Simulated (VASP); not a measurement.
# SbS3 (I4/mmm) in VASP: further runs

Runs on SbS3. Level: PBE. Tasks: single point, relaxation of cell and atoms.

Everything below comes from runs of VASP 6.6.1. Logs are shortened: lines on timing, memory, paths and dates and some standing lists are left out, and cuts for length are marked.

### Step 1. The cell of the first run

The structure is tetragonal, space group I4/mmm (No. 139). The conventional cell has a = 3.701 Å, b = 3.701 Å, c = 12.105 Å, α = 90.00°, β = 90.00°, γ = 90.00°. Sb (site symmetry 4/mmm) has 4 S at 2.62 Å within 3.5 Å. Within 3.5 Å of S (site symmetry 4/mmm) lie 4 Sb at 2.62 Å. Within 3.5 Å of S (site symmetry -4m2) lie 4 S at 2.62 Å.

### Step 2. Single point, PBE

INCAR reads:

```
SYSTEM = SbS3
ALGO = Normal
EDIFF = 1E-6
ENCUT = 520
GGA = PE
ISIF = 2
ISMEAR = 0
LASPH = .TRUE.
LCHARG = .FALSE.
LREAL = .FALSE.
LWAVE = .FALSE.
NBANDS = 20
NELM = 80
PREC = Accurate
SIGMA = 0.1
```

KPOINTS reads:

```
k-points
0
G
  6 6 6
  0 0 0
```

POSCAR reads:

```
SbS3
1.0
   -1.8506021980      1.8506021980      6.0523941483
    1.8506021980     -1.8506021980      6.0523941483
    1.8506021980      1.8506021980     -6.0523941483
Sb S
1 3
Direct
    0.0000000000      0.0000000000      0.0000000000
    0.5000000000      0.5000000000      0.0000000000
    0.2500000000      0.7500000000      0.5000000000
    0.7500000000      0.2500000000      0.5000000000
```

Potentials or basis: VASP PAW PBE potentials, release 64 (Sb, S).

Started as:

```sh
$ cat potpaw_PBE.64/Sb/POTCAR potpaw_PBE.64/S/POTCAR > POTCAR
$ mpirun -np 1 vasp_std > vasp.out
```

OUTCAR:

```text
SYSTEM = SbS3
   EDIFF = 1E-6
   ENCUT = 520
   GGA = PE
   ISIF = 2
   ISMEAR = 0
   LASPH = .TRUE.
   LREAL = .FALSE.
   NELM = 80
   PREC = Accurate

 ion  position               nearest neighbor table
   1  0.000  0.000  0.000-   2 2.62   2 2.62   2 2.62   2 2.62
   2  0.500  0.500  0.000-   1 2.62   1 2.62   1 2.62   1 2.62
   3  0.250  0.750  0.500-   4 2.62   4 2.62   4 2.62   4 2.62
   4  0.750  0.250  0.500-   3 2.62   3 2.62   3 2.62   3 2.62

  LATTYP: Found a body centered tetragonal cell.
 ALAT       =     3.7012043960
 C/A-ratio  =     3.2704998161

  Lattice vectors:

 A1 = (  -1.8506021980,   1.8506021980,   6.0523941483)
 A2 = (   1.8506021980,  -1.8506021980,   6.0523941483)
 A3 = (   1.8506021980,   1.8506021980,  -6.0523941483)

Analysis of symmetry for initial positions (statically):
=====================================================================
 Subroutine PRICEL returns:
 Original cell was already a primitive cell.

 Routine SETGRP: Setting up the symmetry group for a
 body centered tetragonal supercell.

 Subroutine GETGRP returns: Found 16 space group operations
 (whereof 16 operations were pure point group operations)
 out of a pool of 16 trial point group operations.

The static configuration has the point symmetry D_4h.

Analysis of symmetry for dynamics (positions and initial velocities):
=====================================================================
 Subroutine PRICEL returns:
 Original cell was already a primitive cell.

 Routine SETGRP: Setting up the symmetry group for a
 body centered tetragonal supercell.

 Subroutine GETGRP returns: Found 16 space group operations
 (whereof 16 operations were pure point group operations)
 out of a pool of 16 trial point group operations.

The dynamic configuration has the point symmetry D_4h.

 Subroutine INISYM returns: Found 16 space group operations
 (whereof 16 operations are pure point group operations),
 and found     1 'primitive' translations

----------------------------------------------------------------------------------------

                                     Primitive cell

  volume of cell :      82.9112

  direct lattice vectors                    reciprocal lattice vectors
    -1.850602198  1.850602198  6.052394148     0.000000000  0.270182323  0.082611936
     1.850602198 -1.850602198  6.052394148     0.270182323  0.000000000  0.082611936
     1.850602198  1.850602198 -6.052394148     0.270182323  0.270182323  0.000000000

  length of vectors
     6.594007273  6.594007273  6.594007273     0.282530033  0.282530033  0.382095505

  position of ions in fractional coordinates (direct lattice)
     0.000000000  0.000000000  0.000000000
     0.500000000  0.500000000  0.000000000
     0.250000000  0.750000000  0.500000000
     0.750000000  0.250000000  0.500000000

  ion indices of the primitive-cell ions
   primitive index   ion index
                 1           1
                 2           2
                 3           3
                 4           4

----------------------------------------------------------------------------------------

 KPOINTS: k-points

Automatic generation of k-mesh.
 Grid dimensions read from file:
 generate k-points for:    6    6    6

 Generating k-lattice:

  Cartesian coordinates                     Fractional coordinates (reciprocal lattice)
     0.000000000  0.045030387  0.013768656     0.166666667  0.000000000 -0.000000000
     0.045030387  0.000000000  0.013768656     0.000000000  0.166666667 -0.000000000
     0.045030387  0.045030387  0.000000000     0.000000000  0.000000000  0.166666667

  Length of vectors
     0.047088339  0.047088339  0.063682584

  Shift w.r.t. Gamma in fractional coordinates (k-lattice)
     0.000000000  0.000000000  0.000000000

 Subroutine IBZKPT returns following result:
 ===========================================

 Found     30 irreducible k-points:

 Following reciprocal coordinates:
            Coordinates               Weight
  0.000000  0.000000  0.000000      1.000000
  0.166667  0.000000  0.000000      8.000000
  0.333333  0.000000  0.000000      8.000000
  0.500000  0.000000  0.000000      4.000000
  0.166667  0.166667  0.000000      8.000000
  0.333333  0.166667  0.000000     16.000000
[... 16 lines left out ...]
 -0.333333 -0.333333  0.166667      8.000000
 -0.166667 -0.333333  0.166667      8.000000
 [... further k-points ...]
   k-points           NKPTS =     30   k-points in BZ     NKDIM =     30   number of bands    NBANDS=     20
   number of dos      NEDOS =    301   number of ions     NIONS =      4
   total plane-waves  NPLWV = 125000
   dimension x,y,z NGX =    50 NGY =   50 NGZ =   50
   dimension x,y,z NGXF=   100 NGYF=  100 NGZF=  100
   ions per type =               1   3
   NGX,Y,Z   is equivalent  to a cutoff of  12.61, 12.61, 12.61 a.u.
   NGXF,Y,Z  is equivalent  to a cutoff of  25.21, 25.21, 25.21 a.u.
 SYSTEM =  SbS3
   PREC   = accura    normal or accurate (medium, high low for compatibility)
   ISTART =      0    job   : 0-new  1-cont  2-samecut
   ICHARG =      2    charge: 1-file 2-atom 10-const
   ISPIN  =      1    spin polarized calculation?
   LNONCOLLINEAR =      F non collinear calculations
   LSORBIT =      F    spin-orbit coupling
   LASPH  =      T    aspherical Exc in radial PAW
   ENCUT  =  520.0 eV  38.22 Ry    6.18 a.u.  12.26 12.26 12.26*2*pi/ulx,y,z
   NELM   =     80;   NELMIN=  2; NELMDL= -5     # of ELM steps
   EDIFF  = 0.1E-05   stopping-criterion for ELM
   LREAL  =      F    real-space projection
   EDIFFG = 0.1E-04   stopping-criterion for IOM
   NSW    =      0    number of steps for IOM
   IBRION =     -1    ionic relax: 0-MD 1-quasi-New 2-CG
   NFREE  =      0    steps in history (QN), initial steepest desc. (CG)
   ISIF   =      2    stress and relaxation
   ISYM   =      2    0-nonsym 1-usesym 2-fastsym
   POTIM  = 0.5000    time-step for ionic-motion
   TEBEG  =    0.0;   TEEND  =   0.0 temperature during run
   PSTRESS=    0.0 pullay stress
   NELECT =      23.0000    total number of electrons
   NUPDOWN=      -1.0000    fix difference up-down
   EMIN   =  10.00;   EMAX   =-10.00  energy-range for DOS
   EFERMI =   0.00;   METHOD = LEGACY
   ISMEAR =     0;   SIGMA  =   0.10  broadening in eV -4-tet -1-fermi 0-gaus
   EFERMI_NEDOS =   21; number of points for ismear=-14 and -15
   IALGO  =     38    algorithm
   IMIX   =      4    mixing-type and parameters
     AMIX     =   0.40;   BMIX     =  1.00
     AMIX_MAG =   1.60;   BMIX_MAG =  1.00
  volume/ion in A,a.u.               =      20.73       139.88
  Fermi-wavevector in a.u.,A,eV,Ry     =   1.067693  2.017647 15.510206  1.139968
  Thomas-Fermi vector in A             =   2.203317
   LORBIT       =      0    0 simple, 1 ext, 2 COOP (PROOUT), +10 PAW based schemes
   GGA     = PE    functional components
   LHFCALC =     F    Hartree Fock is set to
   AEXX    =    0.0000 exact exchange contribution
   IVDW    =     0    specifies the selected vdW correction
   LEPSILON=     F    determine dielectric tensor
   LRPA    =     F    only Hartree local field effects (RPA)
 non-spin polarized calculation
 Gauss-broadening in eV      SIGMA  =   0.10
  energy-cutoff  :      520.00
  volume of cell :       82.91
 maximum number of plane-waves:      2258
 NGX is ok and might be reduce to    50
   NGX = 25   NGY = 25   NGZ = 25

 number of electron      22.9999999 magnetization

 Free energy of the ion-electron system (eV)
  ---------------------------------------------------
  ext. energy  EPLUGINS =         0.00000000
  ---------------------------------------------------
  free energy    TOTEN  =       -14.75030528 eV

  energy without entropy =      -14.73612802  energy(sigma->0) =      -14.74321665

 E-fermi :   6.3881     XC(G=0): -10.1476

 val. band max:        6.3849562637   @ k =  -0.1667   0.5000   0.1667
 cond. band min:       6.4126477014   @ k =  -0.3333   0.3333   0.3333
 fundamental gap:      0.0276914377
 Fermi energy:         6.3880917856

 k-point     1 :       0.0000    0.0000    0.0000
  band No.  band energies     occupation
      1      -8.9772      2.00000
      2      -7.7068      2.00000
      3      -2.7749      2.00000
      4      -0.0494      2.00000
      5       0.3251      2.00000
      6       1.8982      2.00000
[... 12 lines left out ...]
     19      12.7171      0.00000
     20      14.8524      0.00000

 k-point     2 :       0.1667    0.0000    0.0000
  band No.  band energies     occupation
      1      -8.7134      2.00000
      2      -7.5097      2.00000
      3      -3.4064      2.00000
      4      -1.5604      2.00000
      5       0.6731      2.00000
      6       2.1724      2.00000
[... 12 lines left out ...]
     19      13.1684      0.00000
     20      14.7525      0.00000

 k-point     3 :       0.3333    0.0000    0.0000
  band No.  band energies     occupation
      1      -7.9768      2.00000
      2      -6.9526      2.00000
      3      -4.7738      2.00000
      4      -3.4552      2.00000
      5       1.6670      2.00000
      6       2.9250      2.00000
[... 12 lines left out ...]
     19      14.3016      0.00000
     20      14.9324      0.00000

 k-point     4 :       0.5000    0.0000    0.0000
  band No.  band energies     occupation
      1      -7.3042      2.00000
      2      -6.2085      2.00000
      3      -6.0280      2.00000
      4      -4.3723      2.00000
      5       3.0336      2.00000
      6       3.2734      2.00000
[... 12 lines left out ...]
     19      15.7544      0.00000
     20      16.4455      0.00000

 k-point     5 :       0.1667    0.1667    0.0000
  band No.  band energies     occupation
      1      -8.4283      2.00000
      2      -7.3593      2.00000
      3      -3.7723      2.00000
      4      -1.9986      2.00000
      5       1.0138      2.00000
      6       1.1531      2.00000
[... 12 lines left out ...]
     19      13.6051      0.00000
     20      13.7088      0.00000
[... 353 lines left out ...]
      6       2.0031      2.00000
[... 12 lines left out ...]
     19      14.5572      0.00000
     20      15.0195      0.00000

 k-point    22 :      -0.1667    0.5000    0.1667
  band No.  band energies     occupation
      1      -7.8554      2.00000
      2      -7.1199      2.00000
      3      -4.8272      2.00000
      4      -3.4010      2.00000
      5       2.3783      2.00000
      6       2.8300      2.00000
[... 12 lines left out ...]
     19      14.4591      0.00000
     20      15.0404      0.00000

 k-point    23 :      -0.3333   -0.3333    0.1667
  band No.  band energies     occupation
      1      -8.2883      2.00000
      2      -7.5590      2.00000
      3      -3.7812      2.00000
      4      -2.0556      2.00000
      5       1.0708      2.00000
      6       1.8648      2.00000
[... 12 lines left out ...]
     19      13.8295      0.00000
     20      14.3400      0.00000

 k-point    24 :      -0.1667   -0.3333    0.1667
  band No.  band energies     occupation
      1      -8.6081      2.00000
      2      -7.6719      2.00000
      3      -3.4185      2.00000
      4      -1.5879      2.00000
      5       1.2245      2.00000
      6       2.0709      2.00000
[... 12 lines left out ...]
     19      14.0105      0.00000
     20      14.1156      0.00000

 [... further k-points ...]
[... 5 lines left out ...]
  --------------------------------------------------------------------------------------
  -------------------------------------------------------------------------------------
  Total       -0.1974210     -0.1974210     -0.0658904      0.0000000      0.0000000      0.0000000
  in kB       -3.8149653     -3.8149653     -1.2732675      0.0000000      0.0000000      0.0000000
  external PRESSURE =      -2.9677327 kB  Pullay stress =       0.0000000 kB

 VOLUME and BASIS-vectors are now :
 -----------------------------------------------------------------------------
  energy-cutoff  :      520.00
  volume of cell :       82.91
      direct lattice vectors                 reciprocal lattice vectors
    -1.850602198  1.850602198  6.052394148     0.000000000  0.270182323  0.082611936
     1.850602198 -1.850602198  6.052394148     0.270182323  0.000000000  0.082611936
     1.850602198  1.850602198 -6.052394148     0.270182323  0.270182323  0.000000000

 POSITION                                       TOTAL-FORCE (eV/Angst)
 -----------------------------------------------------------------------------------
      0.00000      0.00000      0.00000         0.000000      0.000000      0.000000
      0.00000      0.00000      6.05239         0.000000      0.000000      0.000000
      1.85060     -0.00000      3.02620         0.000000      0.000000      0.000000
     -0.00000      1.85060      3.02620        -0.000000     -0.000000     -0.000000
 -----------------------------------------------------------------------------------
    total drift:                               -0.000000      0.000000      0.000000

  FREE ENERGIE OF THE ION-ELECTRON SYSTEM (eV)
  ---------------------------------------------------
  free  energy   TOTEN  =       -14.7503052785 eV

  energy  without entropy=      -14.7361280170  energy(sigma->0) =      -14.74321665
```

It took 64 s on 1 thread of Intel Xeon Platinum 8488C (Sapphire Rapids), shared host; peak memory 0.34 GiB.

Results:

```yaml
Free_energy: -14.7503 eV
Pressure: -0.3 GPa
```

Levels at points of the mesh, in eV from the Fermi level:
```tsv
k point	band 9	band 10	band 11	band 12	band 13	band 14
(0.00, 0.00, 0.00)	-3.86	-0.98	0.07	1.84	2.85	2.85
(0.50, 0.00, 0.00)	-1.54	-1.32	-1.14	-0.63	-0.20	0.10
(0.50, 0.50, 0.00)	-2.10	-1.90	-1.21	0.06	4.26	4.26
(0.50, 0.50, 0.50)	-3.58	-3.38	0.32	1.68	2.89	2.89
```

Caveat: the k points lie up to 0.40 Å⁻¹ apart; spin-orbit coupling is left out, which moves the levels of the heavy elements.

### Step 3. Relaxation of cell and atoms, PBE

This run uses another cell than the first one, of 22.85 Å³/atom, 1.102 times its volume.

INCAR reads:

```
SYSTEM = SbS3
PREC = Accurate ; ENCUT = 600
EDIFF = 1E-6 ; ISMEAR = 0
SIGMA = 0.1 ; LREAL = .False.
LASPH = .True. ; NELM = 80
ALGO = Normal ; ISIF = 3
LWAVE = .False. ; LCHARG = .False.
GGA = PE ; IBRION = 2
NSW = 90 ; EDIFFG = -0.04
```

KPOINTS reads:

```
regular mesh
0
Gamma
  6 6 6
  0 0 0
```

POSCAR reads:

```
SbS3
1.0
   -2.1706613379      2.1706613379      4.8487500014
    2.1706613379     -2.1706613379      4.8487500014
    2.1706613379      2.1706613379     -4.8487500014
Sb S
1 3
Direct
    0.0000000000      0.0000000000      0.0000000000
    0.5000000000      0.5000000000      0.0000000000
    0.2500000000      0.7500000000      0.5000000000
    0.7500000000      0.2500000000      0.5000000000
```

Potentials or basis: VASP PAW PBE potentials, release 64 (Sb, S).

Started as:

```sh
$ cat potpaw_PBE.64/Sb/POTCAR potpaw_PBE.64/S/POTCAR > POTCAR
$ mpirun -np 1 vasp_std > vasp.out
```

Wall time 8.6 min (1 thread of Intel Xeon Platinum 8488C (Sapphire Rapids), shared host); peak memory 0.38 GiB.

Results (log left out):

* Free energy: -14.7492 eV
* Relaxed volume: 20.61 Å³/atom
* Relaxed cell: a = 6.570 Å, b = 6.570 Å, c = 6.570 Å, α = 147.31°, β = 147.31°, γ = 46.90°
* Space group after relaxing (to 0.05 Å): I4/mmm (No. 139)
* Energy gained by relaxing: 362.6 meV/atom
* Ionic steps: 19
* Pressure after relaxing: 0.0 GPa

Stress tensor (GPa, compression positive):
```
-0.07  0.00  0.00
 0.00 -0.07  0.00
 0.00  0.00  0.11
```

Step by step:
| step | energy change (eV) | largest force (eV/Å) | pressure (GPa) | volume (Å³) |
| --- | --- | --- | --- | --- |
| 1 | 0.0000 | 0.0000 | -9.63 | 91.38 |
| 2 | -0.6578 | 0.0000 | 1.13 | 74.37 |
| 3 | -0.6578 | 0.0000 | 1.10 | 74.40 |
| 4 | -0.8222 | 0.0000 | 2.03 | 73.76 |
| 5 | -1.0445 | 0.0000 | 5.16 | 72.23 |
| 6 | -0.5985 | 0.0000 | 21.92 | 67.92 |
| 7 | -1.1077 | 0.0000 | 7.41 | 71.39 |
| 8 | -1.0836 | 0.0000 | 11.58 | 70.13 |
| 9 | -1.1134 | 0.0000 | 9.63 | 70.67 |
| 10 | -1.1734 | 0.0000 | 9.04 | 71.53 |
| 11 | -1.2761 | 0.0000 | 8.21 | 74.03 |
| 12 | -1.2828 | 0.0000 | 8.16 | 74.99 |
| 13 | -1.3730 | 0.0000 | 5.25 | 77.00 |
| 14 | -1.4456 | 0.0000 | 0.64 | 80.90 |
| 15 | -1.4466 | 0.0000 | 0.16 | 81.39 |
| 16 | -1.4466 | 0.0000 | 0.03 | 81.52 |
| 17 | -1.4472 | 0.0000 | 0.03 | 81.61 |
| 18 | -1.4487 | 0.0000 | 0.01 | 81.88 |
| 19 | -1.4502 | 0.0000 | -0.01 | 82.42 |

Final structure:
```yaml
crystal:
  lattice:
    - [-1.84890, 1.84890, 6.02779]
    - [1.84890, -1.84890, 6.02779]
    - [1.84890, 1.84890, -6.02779]
  atoms:
    - { symbol: Sb, position: [0.00000, 0.00000, 0.00000] }
    - { symbol: S, position: [0.50000, 0.50000, 0.00000] }
    - { symbol: S, position: [0.25000, 0.75000, 0.50000] }
    - { symbol: S, position: [0.75000, 0.25000, 0.50000] }
```

Levels at points of the mesh, in eV from the Fermi level:
| k point | band 7 | band 8 | band 9 | band 10 | band 11 | band 12 | band 13 | band 14 | band 15 |
| --- | --- | --- | --- | --- | --- | --- | --- | --- | --- |
| (0.00, 0.00, 0.00) | -4.50 | -3.88 | -3.88 | -0.95 | 0.05 | 1.85 | 2.86 | 2.86 | 3.96 |
| (0.50, 0.00, 0.00) | -2.79 | -1.69 | -1.54 | -1.32 | -1.14 | -0.61 | -0.20 | 0.12 | 0.28 |
| (0.50, 0.50, 0.00) | -6.15 | -5.79 | -2.11 | -1.92 | -1.21 | 0.07 | 4.28 | 4.28 | 4.84 |
| (0.50, 0.50, 0.50) | -4.03 | -3.59 | -3.59 | -3.38 | 0.32 | 1.69 | 2.90 | 2.90 | 3.24 |

Caveat: spin-orbit coupling is left out, which moves the levels of the heavy elements.

### Step 4. Single point, PBE

This run uses another cell than the first one, of 21.04 Å³/atom, 1.015 times its volume.

INCAR reads:

```
PREC = Accurate
ENCUT = 520
EDIFF = 1E-7
ISMEAR = 0
SIGMA = 0.1
LREAL = F
LASPH = T
NELM = 80
ALGO = Normal
ISIF = 2
LWAVE = F
LCHARG = T
GGA = PE
LELF = T
LVHAR = T
NBANDS = 20
```

KPOINTS reads:

```
Automatic mesh
0
Gamma
  18 18 18
```

POSCAR reads:

```
SbS3
1.0
   -1.8485054775      1.8485054775      6.1576022861
    1.8485054775     -1.8485054775      6.1576022861
    1.8485054775      1.8485054775     -6.1576022861
Sb S
1 3
Direct
    0.0000000000      0.0000000000      0.0000000000
    0.5000000000      0.5000000000      0.0000000000
    0.2500000000      0.7500000000      0.5000000000
    0.7500000000      0.2500000000      0.5000000000
```

Started as:

```sh
$ cat potpaw_PBE.64/Sb/POTCAR potpaw_PBE.64/S/POTCAR > POTCAR
$ mpirun -np 1 vasp_std > vasp.out
```

It took 22 min on 1 thread of Intel Xeon Platinum 8488C (Sapphire Rapids), shared host; peak memory 0.85 GiB.

The run converged. Its results:

* Free energy: -14.7752 eV
* Pressure: -0.2 GPa

Stress tensor (GPa, compression positive):
```
-0.22  0.00  0.00
 0.00 -0.22  0.00
 0.00  0.00 -0.09
```

Levels at points of the mesh, in eV from the Fermi level:
```csv
k point,band 9,band 10,band 11,band 12,band 13,band 14
"(0.00, 0.00, 0.00)",-3.99,-1.20,0.05,1.81,2.75,2.75
"(0.50, 0.00, 0.00)",-1.67,-1.41,-1.25,-0.77,-0.22,0.10
"(0.50, 0.50, 0.00)",-2.12,-1.94,-1.34,0.01,4.15,4.15
"(0.50, 0.50, 0.50)",-3.72,-3.52,0.27,1.68,2.78,2.78
```

Caveat: spin-orbit coupling is left out, which moves the levels of the heavy elements.

### Step 5. Summary

```tsv
task	cell	k mesh	cutoff (eV)	gap on the mesh (eV)	pressure (GPa)
single point	a = 6.594 Å, angles 147.4, 147.4, 46.8°, 4 atoms	6 × 6 × 6	520	none	-0.3
relaxation of cell and atoms	relaxed from a = 5.739 Å, angles 135.6, 135.6, 64.7°, 4 atoms	6 × 6 × 6	600	none	0.0
single point	a = 6.690 Å, angles 147.9, 147.9, 46.0°, 4 atoms	18 × 18 × 18	520	none	-0.2
```

Alike in all rows: level PBE; potentials or basis VASP PAW PBE potentials, release 64 (Sb, S); no spin polarisation; smearing gaussian 0.1 eV.

Caveats: some runs use coarse meshes; spin-orbit coupling is left out, which moves the levels of the heavy elements.

Absolute energies hang on the potentials; compare differences alone.
